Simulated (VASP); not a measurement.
Write the native input for VASP 6.6.1 that does the following.

```yaml
Task: electric field gradients
Functional: LDA
Potentials_or_basis: VASP PAW LDA potentials, release 64 (Si)
Cutoff: 520 eV
k_mesh: 11 × 11 × 11
Occupations: fermi-dirac, width 0.08 eV
Spin: no spin polarisation
Dipole_correction: no
Further_INCAR_settings: ALGO = Normal; EDIFF = 1e-08; NBANDS = 11
```

The structure of Si lies in POSCAR:

```
Si
1.0
    0.0000000000      2.7512039663      2.7512039663
    2.7512039663      0.0000000000      2.7512039663
    2.7512039663      2.7512039663      0.0000000000
Si
2
Direct
    0.5000000000      0.5000000000      0.5000000000
    0.7500000000      0.7500000000      0.7500000000
```

This cell differs from its parent crystal: volume scaled by 1.04.

These files were run (other wordings do the same):

INCAR

```
PREC = Accurate ; ENCUT = 520
EDIFF = 1E-8 ; ISMEAR = -1
SIGMA = 0.08 ; LREAL = F
LASPH = T ; NELM = 60
ALGO = Normal ; ISIF = 2
LWAVE = F ; LCHARG = F
GGA = CA ; LEFG = T
NBANDS = 11
```

KPOINTS

```
Automatic mesh
0
Gamma
  11 11 11
```

Potentials or basis: VASP PAW LDA potentials, release 64 (Si).

Launch:

```sh
$ cat potpaw_LDA.64/Si/POTCAR > POTCAR
$ mpirun -np 1 vasp_std > vasp.out
```

It gave:

| Property | Result |
| --- | --- |
| Pressure | -4.7 GPa |
| Band gap on the k mesh | 0.56 eV, indirect (least direct gap 2.45 eV) |

Caveat: without QUAD_EFG the Cq values of the log hold for a quadrupole moment of 1 mb, not for the nuclei.

It took 19 s on 1 thread of Intel Xeon 6975P-C, on a shared host, peak memory 0.15 GiB.
